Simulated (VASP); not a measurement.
A run of VASP 6.6.1:

The input INCAR:

```
PREC = Accurate
ENCUT = 520
EDIFF = 1E-7
ISMEAR = -1
SIGMA = 0.05
LREAL = F
LASPH = T
NELM = 100
ALGO = Normal
ISIF = 2
LWAVE = F
LCHARG = F
GGA = PE
NBANDS = 16
```

Contents of KPOINTS:

```
regular mesh
0
Gamma
  10 10 10
```

The input POSCAR:

```
GaSb
1.0
    0.0000000000      2.9004533006      2.9004533006
    2.9004533006      0.0000000000      2.9004533006
    2.9004533006      2.9004533006      0.0000000000
Ga Sb
1 1
Direct
    0.0000000000      0.0000000000      0.0000000000
    0.4862090522      0.5137909478      0.5137909478
```

Potentials or basis: VASP PAW PBE potentials, release 64 (Ga_d, Sb).

Command:

```console
$ cat potpaw_PBE.64/Ga_d/POTCAR potpaw_PBE.64/Sb/POTCAR > POTCAR
$ mpirun -np 1 vasp_std > vasp.out
```

Hardware: 1 thread of Intel(R) Xeon(R) Platinum 8559C (Emerald Rapids), with other jobs on the host.

Task: Estimate the wall time of this run.

Result: Wall time 28 s on 1 thread of Intel(R) Xeon(R) Platinum 8559C (Emerald Rapids), on a shared host, peak memory 0.23 GiB. Counts: scf iterations 11, k points 102.
